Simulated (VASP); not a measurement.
# WS2 (P6_3/mmc) in VASP: notebook

Aim: see how the results for WS2 move with the level of theory and the settings. Levels: PBE, r2SCAN. Tasks: single point.

Program: VASP 6.6.1. These are calculated values, not measurements. Logs are shortened: lines on timing, memory, paths and dates and some standing lists are left out, and cuts for length are marked.

## (1) The cell of the first run

Symmetry: P6_3/mmc, No. 194, hexagonal system. Conventional cell: a = 3.025 Å, b = 3.025 Å, c = 11.922 Å, α = 90.00°, β = 90.00°, γ = 120.00°. Within 3.1 Å of W (site symmetry -6m2) lie 6 S at 2.37 Å and 6 W at 3.03 Å. S (site symmetry 3m) has 3 W at 2.37 Å and 10 S at 3.03 to 3.26 Å within 3.3 Å.

## (2) Single point, PBE (strain -4.6%)

Contents of INCAR:

```
SYSTEM = WS2
PREC     = Accurate       ! precision mode
ENCUT    = 520            ! plane-wave cutoff, eV
EDIFF    = 1E-6           ! SCF threshold, eV
ISMEAR   = -1             ! smearing method
SIGMA    = 0.02           ! smearing width, eV
LREAL    = .False.        ! projectors in reciprocal space
LASPH    = .True.         ! aspherical terms in the spheres
NELM     = 60             ! most SCF steps
ALGO     = Normal         ! electronic algorithm
ISIF     = 2              ! what is computed and relaxed
LWAVE    = .False.        ! write WAVECAR
LCHARG   = .False.        ! write CHGCAR
GGA      = PE             ! functional
NBANDS   = 35             ! bands
```

Contents of KPOINTS:

```
regular mesh
0
Gamma
  12 12 2
  0 0 0
```

Contents of POSCAR:

```
WS2
1.0
    3.0253952059      0.0000000000      0.0000000000
   -1.5126976029      2.6200691048      0.0000000000
    0.0000000000      0.0000000000     11.9215209730
W S
2 4
Direct
    0.3333333333      0.6666666667      0.2500000000
    0.6666666667      0.3333333333      0.7500000000
    0.3333333333      0.6666666667      0.6154788946
    0.6666666667      0.3333333333      0.1154788946
    0.3333333333      0.6666666667      0.8845211054
    0.6666666667      0.3333333333      0.3845211054
```

Potentials or basis: VASP PAW PBE potentials, release 64 (W_sv, S).

Started as:

```bash
$ cat potpaw_PBE.64/W_sv/POTCAR potpaw_PBE.64/S/POTCAR > POTCAR
$ mpirun -np 1 vasp_std > vasp.out
```

OUTCAR:

```text
SYSTEM = WS2
   PREC = Accurate
   ENCUT = 520
   EDIFF = 1E-6
   ISMEAR = -1
   LREAL = .False.
   LASPH = .True.
   NELM = 60
   ISIF = 2
   GGA = PE

 ion  position               nearest neighbor table
   1  0.333  0.667  0.250-   4 2.37   6 2.37   4 2.37   6 2.37   4 2.37   6 2.37
   2  0.667  0.333  0.750-   3 2.37   5 2.37   3 2.37   5 2.37   3 2.37   5 2.37
   3  0.333  0.667  0.615-   2 2.37   2 2.37   2 2.37
   4  0.667  0.333  0.115-   1 2.37   1 2.37   1 2.37
   5  0.333  0.667  0.885-   2 2.37   2 2.37   2 2.37
   6  0.667  0.333  0.385-   1 2.37   1 2.37   1 2.37

  LATTYP: Found a hexagonal cell.
 ALAT       =     3.0253952059
 C/A-ratio  =     3.9404838580

  Lattice vectors:

 A1 = (   3.0253952059,   0.0000000000,   0.0000000000)
 A2 = (  -1.5126976029,   2.6200691048,   0.0000000000)
 A3 = (   0.0000000000,   0.0000000000,  11.9215209730)

Analysis of symmetry for initial positions (statically):
=====================================================================
 Subroutine PRICEL returns:
 Original cell was already a primitive cell.

 Routine SETGRP: Setting up the symmetry group for a
 hexagonal supercell.

 Subroutine GETGRP returns: Found 24 space group operations
 (whereof 12 operations were pure point group operations)
 out of a pool of 24 trial point group operations.

The static configuration has the point symmetry D_3d.
 The point group associated with its full space group is D_6h.

Analysis of symmetry for dynamics (positions and initial velocities):
=====================================================================
 Subroutine PRICEL returns:
 Original cell was already a primitive cell.

 Routine SETGRP: Setting up the symmetry group for a
 hexagonal supercell.

 Subroutine GETGRP returns: Found 24 space group operations
 (whereof 12 operations were pure point group operations)
 out of a pool of 24 trial point group operations.

The dynamic configuration has the point symmetry D_3d.
 The point group associated with its full space group is D_6h.

 Subroutine INISYM returns: Found 24 space group operations
 (whereof 12 operations are pure point group operations),
 and found     1 'primitive' translations

----------------------------------------------------------------------------------------

                                     Primitive cell

  volume of cell :      94.4989

  direct lattice vectors                    reciprocal lattice vectors
     3.025395206  0.000000000  0.000000000     0.330535329  0.190834661  0.000000000
    -1.512697603  2.620069105  0.000000000     0.000000000  0.381669322  0.000000000
     0.000000000  0.000000000 11.921520973     0.000000000  0.000000000  0.083881914

  length of vectors
     3.025395206  3.025395206 11.921520973     0.381669322  0.381669322  0.083881914

  position of ions in fractional coordinates (direct lattice)
     0.333333333  0.666666667  0.250000000
     0.666666667  0.333333333  0.750000000
     0.333333333  0.666666667  0.615478895
     0.666666667  0.333333333  0.115478895
     0.333333333  0.666666667  0.884521105
     0.666666667  0.333333333  0.384521105

  ion indices of the primitive-cell ions
   primitive index   ion index
                 1           1
                 2           2
                 3           3
                 4           4
                 5           5
                 6           6

----------------------------------------------------------------------------------------

 KPOINTS: regular mesh

Automatic generation of k-mesh.
 Grid dimensions read from file:
 generate k-points for:   12   12    2

 Generating k-lattice:

  Cartesian coordinates                     Fractional coordinates (reciprocal lattice)
     0.027544611  0.015902888  0.000000000     0.083333333  0.000000000  0.000000000
     0.000000000  0.031805777  0.000000000     0.000000000  0.083333333  0.000000000
     0.000000000  0.000000000  0.041940957     0.000000000  0.000000000  0.500000000

  Length of vectors
     0.031805777  0.031805777  0.041940957

  Shift w.r.t. Gamma in fractional coordinates (k-lattice)
     0.000000000  0.000000000  0.000000000

 Subroutine IBZKPT returns following result:
 ===========================================

 Found     38 irreducible k-points:

 Following reciprocal coordinates:
            Coordinates               Weight
  0.000000  0.000000  0.000000      1.000000
  0.083333 -0.000000  0.000000      6.000000
  0.166667 -0.000000  0.000000      6.000000
  0.250000  0.000000  0.000000      6.000000
  0.333333  0.000000  0.000000      6.000000
  0.416667 -0.000000  0.000000      6.000000
[... 16 lines left out ...]
  0.250000  0.000000  0.500000      6.000000
  0.333333  0.000000  0.500000      6.000000
 [... further k-points ...]
   k-points           NKPTS =     38   k-points in BZ     NKDIM =     38   number of bands    NBANDS=     35
   number of dos      NEDOS =    301   number of ions     NIONS =      6
   total plane-waves  NPLWV =  51840
   dimension x,y,z NGX =    24 NGY =   24 NGZ =   90
   dimension x,y,z NGXF=    48 NGYF=   48 NGZF=  180
   ions per type =               2   4
   NGX,Y,Z   is equivalent  to a cutoff of  13.19, 13.19, 12.55 a.u.
   NGXF,Y,Z  is equivalent  to a cutoff of  26.38, 26.38, 25.10 a.u.
 SYSTEM =  WS2
   PREC   = accura    normal or accurate (medium, high low for compatibility)
   ISTART =      0    job   : 0-new  1-cont  2-samecut
   ICHARG =      2    charge: 1-file 2-atom 10-const
   ISPIN  =      1    spin polarized calculation?
   LNONCOLLINEAR =      F non collinear calculations
   LSORBIT =      F    spin-orbit coupling
   LASPH  =      T    aspherical Exc in radial PAW
   ENCUT  =  520.0 eV  38.22 Ry    6.18 a.u.   5.63  5.63 22.17*2*pi/ulx,y,z
   NELM   =     60;   NELMIN=  2; NELMDL= -5     # of ELM steps
   EDIFF  = 0.1E-05   stopping-criterion for ELM
   LREAL  =      F    real-space projection
   EDIFFG = 0.1E-04   stopping-criterion for IOM
   NSW    =      0    number of steps for IOM
   IBRION =     -1    ionic relax: 0-MD 1-quasi-New 2-CG
   NFREE  =      0    steps in history (QN), initial steepest desc. (CG)
   ISIF   =      2    stress and relaxation
   ISYM   =      2    0-nonsym 1-usesym 2-fastsym
   POTIM  = 0.5000    time-step for ionic-motion
   TEBEG  =    0.0;   TEEND  =   0.0 temperature during run
   PSTRESS=    0.0 pullay stress
   NELECT =      52.0000    total number of electrons
   NUPDOWN=      -1.0000    fix difference up-down
   EMIN   =  10.00;   EMAX   =-10.00  energy-range for DOS
   EFERMI =   0.00;   METHOD = LEGACY
   ISMEAR =    -1;   SIGMA  =   0.02  broadening in eV -4-tet -1-fermi 0-gaus
   EFERMI_NEDOS =   21; number of points for ismear=-14 and -15
   IALGO  =     38    algorithm
   IMIX   =      4    mixing-type and parameters
     AMIX     =   0.40;   BMIX     =  1.00
     AMIX_MAG =   1.60;   BMIX_MAG =  1.00
  volume/ion in A,a.u.               =      15.75       106.28
  Fermi-wavevector in a.u.,A,eV,Ry     =   1.341530  2.535124 24.486448  1.799703
  Thomas-Fermi vector in A             =   2.469756
   LORBIT       =      0    0 simple, 1 ext, 2 COOP (PROOUT), +10 PAW based schemes
   GGA     = PE    functional components
   LHFCALC =     F    Hartree Fock is set to
   AEXX    =    0.0000 exact exchange contribution
   IVDW    =     0    specifies the selected vdW correction
   LEPSILON=     F    determine dielectric tensor
   LRPA    =     F    only Hartree local field effects (RPA)
 non-spin polarized calculation
  energy-cutoff  :      520.00
  volume of cell :       94.50
 maximum number of plane-waves:      2600
 NGX is ok and might be reduce to    24
   NGX = 11   NGY = 11   NGZ = 45

 number of electron      52.0000000 magnetization

 Free energy of the ion-electron system (eV)
  ---------------------------------------------------
  ext. energy  EPLUGINS =         0.00000000
  ---------------------------------------------------
  free energy    TOTEN  =       -46.49924748 eV

  energy without entropy =      -46.49924748  energy(sigma->0) =      -46.49924748

 E-fermi :   9.2525     XC(G=0): -11.6644

 val. band max:        8.8837995991   @ k =   0.0000   0.0000   0.0000
 cond. band min:       9.6776400616   @ k =   0.1667   0.1667   0.0000
 fundamental gap:      0.7938404625
 Fermi energy:         9.2525039472

 k-point     1 :       0.0000    0.0000    0.0000
  band No.  band energies     occupation
      1     -65.4164      2.00000
      2     -65.4164      2.00000
      3     -29.7942      2.00000
      4     -29.7941      2.00000
      5     -29.4451      2.00000
      6     -29.4451      2.00000
[... 27 lines left out ...]
     34      11.8497      0.00000
     35      14.6594      0.00000

 k-point     2 :       0.0833   -0.0000    0.0000
  band No.  band energies     occupation
      1     -65.4141      2.00000
      2     -65.4141      2.00000
      3     -29.7871      2.00000
      4     -29.7869      2.00000
      5     -29.4841      2.00000
      6     -29.4841      2.00000
[... 27 lines left out ...]
     34      11.9566      0.00000
     35      15.2394      0.00000

 k-point     3 :       0.1667   -0.0000    0.0000
  band No.  band energies     occupation
      1     -65.4078      2.00000
      2     -65.4078      2.00000
      3     -29.7675      2.00000
      4     -29.7673      2.00000
      5     -29.5892      2.00000
      6     -29.5891      2.00000
[... 27 lines left out ...]
     34      12.5433      0.00000
     35      16.2026      0.00000

 k-point     4 :       0.2500    0.0000    0.0000
  band No.  band energies     occupation
      1     -65.3992      2.00000
      2     -65.3992      2.00000
      3     -29.7406      2.00000
      4     -29.7405      2.00000
      5     -29.7300      2.00000
      6     -29.7300      2.00000
[... 27 lines left out ...]
     34      13.1198      0.00000
     35      15.9863      0.00000

 k-point     5 :       0.3333    0.0000    0.0000
  band No.  band energies     occupation
      1     -65.3906      2.00000
      2     -65.3905      2.00000
      3     -29.8677      2.00000
      4     -29.8677      2.00000
      5     -29.7135      2.00000
      6     -29.7135      2.00000
[... 638 lines left out ...]
 k-point    22 :       0.1667   -0.0000    0.5000
  band No.  band energies     occupation
      1     -65.4078      2.00000
      2     -65.4078      2.00000
      3     -29.7674      2.00000
      4     -29.7674      2.00000
      5     -29.5891      2.00000
      6     -29.5891      2.00000
[... 27 lines left out ...]
     34      12.4481      0.00000
     35      16.3252      0.00000

 k-point    23 :       0.2500    0.0000    0.5000
  band No.  band energies     occupation
      1     -65.3992      2.00000
      2     -65.3992      2.00000
      3     -29.7405      2.00000
      4     -29.7405      2.00000
      5     -29.7300      2.00000
      6     -29.7300      2.00000
[... 27 lines left out ...]
     34      12.9242      0.00000
     35      15.7747      0.00000

 k-point    24 :       0.3333    0.0000    0.5000
  band No.  band energies     occupation
      1     -65.3905      2.00000
      2     -65.3905      2.00000
      3     -29.8677      2.00000
      4     -29.8677      2.00000
      5     -29.7135      2.00000
      6     -29.7135      2.00000
[... 27 lines left out ...]
     34      13.2106      0.00000
     35      14.9579      0.00000

 [... further k-points ...]

------------------------ aborting loop because EDIFF is reached ----------------------------------------

  FORCE on cell =-STRESS in cart. coord.  units (eV):
  Direction    XX          YY          ZZ          XY          YZ          ZX
  --------------------------------------------------------------------------------------
  -------------------------------------------------------------------------------------
  Total       12.7901803     12.7901803      6.6081465      0.0000000     -0.0000000     -0.0000000
  in kB      216.8506473    216.8506473    112.0375797      0.0000000     -0.0000000     -0.0000000
  external PRESSURE =     181.9129581 kB  Pullay stress =       0.0000000 kB

 VOLUME and BASIS-vectors are now :
 -----------------------------------------------------------------------------
  energy-cutoff  :      520.00
  volume of cell :       94.50
      direct lattice vectors                 reciprocal lattice vectors
     3.025395206  0.000000000  0.000000000     0.330535329  0.190834661  0.000000000
    -1.512697603  2.620069105  0.000000000     0.000000000  0.381669322  0.000000000
     0.000000000  0.000000000 11.921520973     0.000000000  0.000000000  0.083881914

 POSITION                                       TOTAL-FORCE (eV/Angst)
 -----------------------------------------------------------------------------------
     -0.00000      1.74671      2.98038        -0.000000     -0.000000      0.000000
      1.51270      0.87336      8.94114         0.000000      0.000000      0.000000
     -0.00000      1.74671      7.33744         0.000000     -0.000000     -0.291620
      1.51270      0.87336      1.37668        -0.000000      0.000000     -0.291620
     -0.00000      1.74671     10.54484         0.000000     -0.000000      0.291620
      1.51270      0.87336      4.58408        -0.000000      0.000000      0.291620
 -----------------------------------------------------------------------------------
    total drift:                               -0.000000      0.000000     -0.000000

  FREE ENERGIE OF THE ION-ELECTRON SYSTEM (eV)
  ---------------------------------------------------
  free  energy   TOTEN  =       -46.4992474843 eV

  energy  without entropy=      -46.4992474843  energy(sigma->0) =      -46.49924748
```

It took 91 s on 1 thread of AMD EPYC 9R45 (Zen 5), shared host; peak memory 0.24 GiB.

What came out:

```
Free energy            : -46.4992 eV
Pressure               : 18.2 GPa
Largest force          : 0.292 eV/Å
Band gap on the k mesh : 0.79 eV (least direct gap 1.96 eV)
```

Forces in eV/Å, atoms in the order of the input:
```
W    0.000  0.000  0.000
W    0.000  0.000  0.000
S    0.000  0.000 -0.292
S    0.000  0.000 -0.292
S    0.000  0.000  0.292
S    0.000  0.000  0.292
```

Caveat: the cell differs from its parent crystal (strain -4.6%); the stress differs along the axes, from 11 to 22 GPa; spin-orbit coupling is left out, which moves the levels of the heavy elements.

## (3) Single point, PBE

This run uses another cell than the first one, of 18.12 Å³/atom.

Contents of INCAR:

```
SYSTEM = WS2
PREC = Accurate ; ENCUT = 520
EDIFF = 1E-6 ; ISMEAR = -1
SIGMA = 0.02 ; LREAL = .False.
LASPH = .True. ; NELM = 80
ALGO = Normal ; ISIF = 2
LWAVE = .False. ; LCHARG = .False.
GGA = PE ; NBANDS = 35
```

KPOINTS is that of step 2.

Contents of POSCAR:

```
WS2
1.0
    3.1699446835      0.0000000000      0.0000000000
   -1.5849723417      2.7452526245      0.0000000000
    0.0000000000      0.0000000000     12.4911158561
W S
2 4
Direct
    0.3333333333      0.6666666667      0.2500000000
    0.6666666667      0.3333333333      0.7500000000
    0.3333333333      0.6666666667      0.6248924628
    0.6666666667      0.3333333333      0.1248924628
    0.3333333333      0.6666666667      0.8751075372
    0.6666666667      0.3333333333      0.3751075372
```

Potentials or basis: VASP PAW PBE potentials, release 64 (W_sv, S).

Started as:

```bash
$ cat potpaw_PBE.64/W_sv/POTCAR potpaw_PBE.64/S/POTCAR > POTCAR
$ mpirun -np 1 vasp_std > vasp.out
```

Run time: 92 s. Hardware: 1 thread of AMD EPYC 9R45 (Zen 5), shared host; peak memory 0.25 GiB.

The run converged. Its results:

```yaml
Free_energy: -47.2701 eV
Pressure: 3.2 GPa
Largest_force: 0.198 eV/Å
Band_gap_on_the_k_mesh: 1.06 eV (least direct gap 1.78 eV)
```

Forces in eV/Å, atoms in the order of the input:
```
W    0.000  0.000  0.000
W    0.000  0.000  0.000
S    0.000  0.000 -0.198
S    0.000  0.000 -0.198
S    0.000  0.000  0.198
S    0.000  0.000  0.198
```

Stress tensor (GPa, compression positive):
```
2.79 0.00 0.00
0.00 2.79 0.00
0.00 0.00 4.16
```

Levels at points of the mesh, in eV from the valence-band top:
```csv
k point,band 23,band 24,band 25,band 26,band 27,band 28,band 29,band 30
"(0.00, 0.00, 0.00)",-2.23,-1.58,-1.10,0.00,2.29,2.29,2.30,2.30
"(0.50, 0.00, 0.00)",-1.98,-1.82,-1.66,-1.50,2.27,2.31,2.61,2.85
"(0.00, 0.00, 0.50)",-2.25,-2.25,-0.31,-0.31,2.29,2.29,2.29,2.29
"(0.50, 0.00, 0.50)",-1.90,-1.90,-1.57,-1.57,2.29,2.29,2.75,2.75
```

Caveat: the cell stands under pressure; spin-orbit coupling is left out, which moves the levels of the heavy elements; this functional lacks dispersion, which binds layers or chains, so the pressure and a relaxed spacing across them are unreliable.

## (4) Single point, PBE (uniaxial z strain +4.6%)

Contents of INCAR:

```
PREC     = Accurate       # precision mode
ENCUT    = 520            # plane-wave cutoff, eV
EDIFF    = 1E-6           # SCF threshold, eV
ISMEAR   = -1             # smearing method
SIGMA    = 0.02           # smearing width, eV
LREAL    = F              # projectors in reciprocal space
LASPH    = T              # aspherical terms in the spheres
NELM     = 100            # most SCF steps
ALGO     = Normal         # electronic algorithm
ISIF     = 2              # what is computed and relaxed
LWAVE    = F              # write WAVECAR
LCHARG   = F              # write CHGCAR
GGA      = PE             # functional
NBANDS   = 35             # bands
```

Contents of KPOINTS:

```
regular mesh
0
Gamma
  12 12 2
```

Contents of POSCAR:

```
WS2
1.0
    3.1699446835      0.0000000000      0.0000000000
   -1.5849723417      2.7452526245      0.0000000000
    0.0000000000      0.0000000000     13.0644580739
W S
2 4
Direct
    0.3333333333      0.6666666667      0.2500000000
    0.6666666667      0.3333333333      0.7500000000
    0.3333333333      0.6666666667      0.6301605128
    0.6666666667      0.3333333333      0.1301605128
    0.3333333333      0.6666666667      0.8698394872
    0.6666666667      0.3333333333      0.3698394872
```

Started as:

```bash
$ cat potpaw_PBE.64/W_sv/POTCAR potpaw_PBE.64/S/POTCAR > POTCAR
$ mpirun -np 1 vasp_std > vasp.out
```

Wall time 95 s (1 thread of AMD EPYC 9R45 (Zen 5), shared host); peak memory 0.26 GiB.

The run converged. Its results:

```
Free energy            : -47.3224 eV
Pressure               : 2.5 GPa
Largest force          : 0.197 eV/Å
Band gap on the k mesh : 1.28 eV (least direct gap 1.81 eV)
```

Forces in eV/Å, atoms in the order of the input:
```
W    0.000  0.000  0.000
W    0.000  0.000  0.000
S    0.000  0.000 -0.197
S    0.000  0.000 -0.197
S    0.000  0.000  0.197
S    0.000  0.000  0.197
```

Stress tensor (GPa, compression positive):
```
2.38 0.00 0.00
0.00 2.38 0.00
0.00 0.00 2.68
```

Levels at points of the mesh, in eV from the valence-band top:
| k point | band 22 | band 23 | band 24 | band 25 | band 26 | band 27 | band 28 | band 29 | band 30 | band 31 |
| --- | --- | --- | --- | --- | --- | --- | --- | --- | --- | --- |
| (0.00, 0.00, 0.00) | -2.06 | -2.06 | -1.75 | -0.90 | 0.00 | 2.46 | 2.46 | 2.46 | 2.46 | 2.58 |
| (0.50, 0.00, 0.00) | -2.59 | -1.77 | -1.68 | -1.45 | -1.37 | 2.44 | 2.46 | 2.80 | 2.98 | 3.37 |
| (0.00, 0.00, 0.50) | -2.07 | -2.07 | -2.07 | -0.30 | -0.30 | 2.46 | 2.46 | 2.46 | 2.46 | 2.63 |
| (0.50, 0.00, 0.50) | -2.64 | -1.72 | -1.72 | -1.41 | -1.41 | 2.45 | 2.45 | 2.90 | 2.90 | 3.60 |

Caveat: the cell differs from its parent crystal (uniaxial z strain +4.6%); spin-orbit coupling is left out, which moves the levels of the heavy elements; this functional lacks dispersion, which binds layers or chains, so the pressure and a relaxed spacing across them are unreliable.

(Part 1 of 2 ends here.)
